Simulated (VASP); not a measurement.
# BP (F-43m) in VASP: further runs, part 2 of 2

VASP 6.6.1.

### Step 3. Single point, PBEsol

This run uses another cell than the first one, of 10.07 Å³/atom, 0.962 times its volume.

Input file INCAR:

```
SYSTEM = BP
ALGO = Normal
EDIFF = 1E-7
ENCUT = 520
GGA = PS
ISIF = 2
ISMEAR = -1
LASPH = .TRUE.
LCHARG = .FALSE.
LREAL = .FALSE.
LWAVE = .FALSE.
NBANDS = 11
NELM = 100
PREC = Accurate
SIGMA = 0.05
```

Input file KPOINTS:

```
k-points
0
G
  10 10 10
  0 0 0
```

Input file POSCAR:

```
BP
1.0
    0.0000000000      2.1591396783      2.1591396783
    2.1591396783      0.0000000000      2.1591396783
    2.1591396783      2.1591396783      0.0000000000
P B
1 1
Direct
    0.7500000000      0.7500000000      0.7500000000
    0.0000000000      0.0000000000      0.0000000000
```

Potentials or basis: VASP PAW PBE potentials, release 64 (P, B).

Started as:

```sh
$ cat potpaw_PBE.64/P/POTCAR potpaw_PBE.64/B/POTCAR > POTCAR
$ mpirun -np 1 vasp_std > vasp.out
```

OUTCAR:

```text
SYSTEM = BP
   EDIFF = 1E-7
   ENCUT = 520
   GGA = PS
   ISIF = 2
   ISMEAR = -1
   LASPH = .TRUE.
   LREAL = .FALSE.
   NELM = 100
   PREC = Accurate

 ion  position               nearest neighbor table
   1  0.750  0.750  0.750-   2 1.87   2 1.87   2 1.87   2 1.87
   2  0.000  0.000  0.000-   1 1.87   1 1.87   1 1.87   1 1.87

  LATTYP: Found a face centered cubic cell.
 ALAT       =     4.3182793566

  Lattice vectors:

 A1 = (   0.0000000000,   2.1591396783,   2.1591396783)
 A2 = (   2.1591396783,   0.0000000000,   2.1591396783)
 A3 = (   2.1591396783,   2.1591396783,   0.0000000000)

Analysis of symmetry for initial positions (statically):
=====================================================================
 Subroutine PRICEL returns:
 Original cell was already a primitive cell.

 Routine SETGRP: Setting up the symmetry group for a
 face centered cubic supercell.

 Subroutine GETGRP returns: Found 24 space group operations
 (whereof 24 operations were pure point group operations)
 out of a pool of 48 trial point group operations.

The static configuration has the point symmetry T_d .

Analysis of symmetry for dynamics (positions and initial velocities):
[... 166 lines left out ...]
  band No.  band energies     occupation
      1      -7.6311      2.00000
      2       9.2528      1.99968
      3       9.2528      1.99968
      4       9.2528      1.99968
      5      12.8833      0.00000
      6      12.8833      0.00000
      7      12.8833      0.00000
      8      18.9337      0.00000
      9      21.6361      0.00000
     10      21.8451      0.00000
     11      21.8451      0.00000
[... 309 lines left out ...]
 k-point    24 :       0.4000    0.3000    0.0000
  band No.  band energies     occupation
      1      -4.2799      2.00000
      2       2.7682      2.00000
      3       4.6006      2.00000
      4       5.2397      2.00000
      5      10.8529      0.00000
      6      12.6998      0.00000
      7      19.6910      0.00000
      8      19.8595      0.00000
      9      25.0015      0.00000
     10      25.4367      0.00000
     11      28.5204      0.00000

 [... further k-points ...]
[... 5 lines left out ...]
  --------------------------------------------------------------------------------------
  -------------------------------------------------------------------------------------
  Total        3.7808420      3.7808420      3.7808420      0.0000000      0.0000000     -0.0000000
  in kB      300.9032660    300.9032660    300.9032660      0.0000000      0.0000000     -0.0000000
  external PRESSURE =     300.9032660 kB  Pullay stress =       0.0000000 kB

 VOLUME and BASIS-vectors are now :
 -----------------------------------------------------------------------------
  energy-cutoff  :      520.00
  volume of cell :       20.13
      direct lattice vectors                 reciprocal lattice vectors
     0.000000000  2.159139678  2.159139678    -0.231573717  0.231573717  0.231573717
     2.159139678  0.000000000  2.159139678     0.231573717 -0.231573717  0.231573717
     2.159139678  2.159139678  0.000000000     0.231573717  0.231573717 -0.231573717

 POSITION                                       TOTAL-FORCE (eV/Angst)
 -----------------------------------------------------------------------------------
      3.23871      3.23871      3.23871         0.000000      0.000000      0.000000
      0.00000      0.00000      0.00000        -0.000000     -0.000000     -0.000000
 -----------------------------------------------------------------------------------
    total drift:                               -0.000000     -0.000000     -0.000000

  FREE ENERGIE OF THE ION-ELECTRON SYSTEM (eV)
  ---------------------------------------------------
  free  energy   TOTEN  =       -13.4217523261 eV

  energy  without entropy=      -13.4217512991  energy(sigma->0) =      -13.42175181
```

stdout:

```text
POSCAR found type information on POSCAR P B
 POSCAR found :  2 types and       2 ions
 scaLAPACK will be used
 -----------------------------------------------------------------------------
|                                                                             |
|                                                                             |
|     You enforced a specific xc type in the INCAR file but a different       |
|     I HOPE YOU KNOW WHAT YOU ARE DOING!                                     |
|                                                                             |
 -----------------------------------------------------------------------------

 LDA part: xc-table for (Slater+PW92), standard interpolation
 POSCAR, INCAR and KPOINTS ok, starting setup
 FFT: planning ... GRIDC
 FFT: planning ... GRID_SOFT
 FFT: planning ... GRID
 WAVECAR not read
 entering main loop
```

Run time: 10 s. Hardware: 1 thread of Intel Xeon 6975P-C, shared host; peak memory 0.13 GiB.

Results:

```yaml
Free_energy: -13.4218 eV
Pressure: 30.1 GPa
Band_gap_on_the_k_mesh: 0.92 eV, indirect (least direct gap 3.63 eV)
```

Levels at points of the mesh, in eV from the valence-band top:
```tsv
k point	band 1	band 2	band 3	band 4	band 5	band 6	band 7	band 8
(0.00, 0.00, 0.00)	-16.88	0.00	0.00	0.00	3.63	3.63	3.63	9.68
(0.50, 0.00, 0.00)	-12.93	-10.22	-1.93	-1.93	4.67	4.75	4.75	10.44
(0.50, 0.50, 0.00)	-11.20	-9.39	-4.69	-4.69	0.92	1.40	13.53	13.53
```

Caveat: the PAW data sets were made with another functional, which shifts forces and pressure a little. A k mesh can miss the band edges.

### Step 4. Single point, PBEsol

This run uses another cell than the first one, of 11.23 Å³/atom, 1.073 times its volume.

Input file INCAR:

```
SYSTEM = BP
PREC = Accurate ; ENCUT = 520
EDIFF = 1E-7 ; ISMEAR = -1
SIGMA = 0.05 ; LREAL = .False.
LASPH = .True. ; NELM = 100
ALGO = Normal ; ISIF = 2
LWAVE = .False. ; LCHARG = .False.
GGA = PS ; NBANDS = 11
```

Input file KPOINTS:

```
Automatic mesh
0
Gamma
  10 10 10
  0 0 0
```

Input file POSCAR:

```
BP
1.0
    0.0000000000      2.2392727767      2.2392727767
    2.2392727767      0.0000000000      2.2392727767
    2.2392727767      2.2392727767      0.0000000000
P B
1 1
Direct
    0.7500000000      0.7500000000      0.7500000000
    0.0000000000      0.0000000000      0.0000000000
```

Started as:

```sh
$ cat potpaw_PBE.64/P/POTCAR potpaw_PBE.64/B/POTCAR > POTCAR
$ mpirun -np 1 vasp_std > vasp.out
```

It took 9.8 s on 1 thread of Intel Xeon 6975P-C, shared host; peak memory 0.14 GiB.

The run converged. Its results:

```yaml
Free_energy: -13.6633 eV
Pressure: 5.1 GPa
Band_gap_on_the_k_mesh: 1.08 eV, indirect (least direct gap 3.42 eV)
```

Levels at points of the mesh, in eV from the valence-band top:
```tsv
k point	band 1	band 2	band 3	band 4	band 5	band 6	band 7	band 8	band 9
(0.00, 0.00, 0.00)	-15.86	0.00	0.00	0.00	3.42	3.42	3.42	7.95	11.52
(0.50, 0.00, 0.00)	-12.35	-9.38	-1.81	-1.81	3.97	4.68	4.68	10.06	14.85
(0.50, 0.50, 0.00)	-10.77	-8.81	-4.29	-4.29	1.15	1.48	12.47	12.47	15.62
```

Caveat: the PAW data sets were made with another functional, which shifts forces and pressure a little. A k mesh can miss the band edges.

### Step 5. Single point, PBEsol

This run uses another cell than the first one, of 10.94 Å³/atom, 1.046 times its volume.

Input file INCAR:

```
SYSTEM = BP
PREC = Accurate ; ENCUT = 520
EDIFF = 1E-6 ; ISMEAR = -1
SIGMA = 0.05 ; LREAL = .False.
LASPH = .True. ; NELM = 60
ALGO = Normal ; ISIF = 2
LWAVE = .False. ; LCHARG = .False.
GGA = PS ; NBANDS = 11
```

Input file KPOINTS:

```
regular mesh
0
Gamma
  10 10 10
  0 0 0
```

Input file POSCAR:

```
BP
1.0
    0.0000000000      2.2202348877      2.2202348877
    2.2202348877      0.0000000000      2.2202348877
    2.2202348877      2.2202348877      0.0000000000
P B
1 1
Direct
    0.7500000000      0.7500000000      0.7500000000
    0.0000000000      0.0000000000      0.0000000000
```

Started as:

```sh
$ cat potpaw_PBE.64/P/POTCAR potpaw_PBE.64/B/POTCAR > POTCAR
$ mpirun -np 1 vasp_std > vasp.out
```

It took 7.8 s on 1 thread of Intel Xeon 6975P-C, shared host; peak memory 0.14 GiB.

It converged, with:

| Quantity | Value |
| --- | --- |
| Free energy | -13.6364 eV |
| Pressure | 10.1 GPa |
| Band gap on the k mesh | 1.05 eV, indirect (least direct gap 3.46 eV) |

Levels at points of the mesh, in eV from the valence-band top:
```tsv
k point	band 2	band 3	band 4	band 5	band 6	band 7
(0.00, 0.00, 0.00)	0.00	0.00	0.00	3.46	3.46	3.46
(0.50, 0.00, 0.00)	-9.57	-1.84	-1.84	4.13	4.69	4.69
(0.50, 0.50, 0.00)	-8.94	-4.38	-4.38	1.10	1.46	12.71
```

Caveat: the PAW data sets were made with another functional, which shifts forces and pressure a little.

### Step 6. Single point, PBE-based screened hybrid

This run uses another cell than the first one, of 12.15 Å³/atom, 1.161 times its volume.

Input file POSCAR:

```
BP
1.0
    0.0000000000      2.2988586873      2.2988586873
    2.2988586873      0.0000000000      2.2988586873
    2.2988586873      2.2988586873      0.0000000000
P B
1 1
Direct
    0.7500000000      0.7500000000      0.7500000000
    0.0000000000      0.0000000000      0.0000000000
```

Input file INCAR.step1:

```
  PREC = Accurate
  ENCUT = 520
  EDIFF = 1E-5
  ISMEAR = -1
  SIGMA = 0.05
  LREAL = F
  LASPH = T
  NELM = 100
  ALGO = Normal
  ISIF = 2
  LWAVE = T
  LCHARG = F
  NBANDS = 11
  GGA = PE
```

Input file INCAR.step2:

```
  PREC = Accurate
  ENCUT = 520
  EDIFF = 1E-7
  ISMEAR = -1
  SIGMA = 0.05
  LREAL = F
  LASPH = T
  NELM = 100
  ALGO = Normal
  ISIF = 2
  LWAVE = F
  LCHARG = F
  GGA = PE
  LHFCALC = T
  AEXX = 0.25
  HFSCREEN = 0.3
  PRECFOCK = Normal
  NBANDS = 11
  ISTART = 1
```

Input file KPOINTS:

```
Automatic mesh
0
Gamma
  5 5 5
```

Potentials or basis: VASP PAW PBE potentials, release 64 (P, B).

Started as:

```sh
$ cat potpaw_PBE.64/P/POTCAR potpaw_PBE.64/B/POTCAR > POTCAR
$ cp INCAR.step1 INCAR
$ mpirun -np 1 vasp_std > vasp.out
$ cp INCAR.step2 INCAR
$ mpirun -np 1 vasp_std > vasp.out
```

It took 3 min on 1 thread of AMD EPYC 7R43 (Zen 3), shared host; peak memory 0.2 GiB.

It converged, with:

| Quantity | Value |
| --- | --- |
| Free energy | -14.4101 eV |
| Pressure | -7.6 GPa |
| Band gap on the k mesh | 1.84 eV, indirect (least direct gap 4.09 eV) |

Levels at points of the mesh, in eV from the valence-band top:
```csv
k point,band 1,band 2,band 3,band 4,band 5,band 6,band 7,band 8,band 9
"(0.00, 0.00, 0.00)",-16.60,0.00,0.00,0.00,4.09,4.09,4.09,7.85,12.12
```

Caveat: the k points lie up to 0.47 Å⁻¹ apart; the PAW data sets were made with another functional, which shifts forces and pressure a little. A k mesh can miss the band edges.

### Step 7. Overview

```tsv
level	cell	k mesh	grid for exact exchange (PRECFOCK)	share of exact exchange	screening parameter	gap on the mesh (eV)	pressure (GPa)
PBEsol	a = 3.093 Å, angles 60.0°, 2 atoms	10 × 10 × 10	-	-	-	0.98	20.1
PBEsol	a = 3.053 Å, angles 60.0°, 2 atoms	10 × 10 × 10	-	-	-	0.92	30.1
PBEsol	a = 3.167 Å, angles 60.0°, 2 atoms	10 × 10 × 10	-	-	-	1.08	5.1
PBEsol	a = 3.140 Å, angles 60.0°, 2 atoms	10 × 10 × 10	-	-	-	1.05	10.1
PBE-based screened hybrid	a = 3.251 Å, angles 60.0°, 2 atoms	5 × 5 × 5	Normal	0.25	0.3 1/Å	1.84	-7.6
```

Alike in all rows: task single point; potentials or basis VASP PAW PBE potentials, release 64 (P, B); no spin polarisation; cutoff (eV) 520; smearing fermi-dirac 0.05 eV.

Caveats: some runs use coarse meshes; the PAW data sets were made with another functional, which shifts forces and pressure a little.

Total energies depend on the potentials used, so only differences within one code and one set of settings carry meaning.
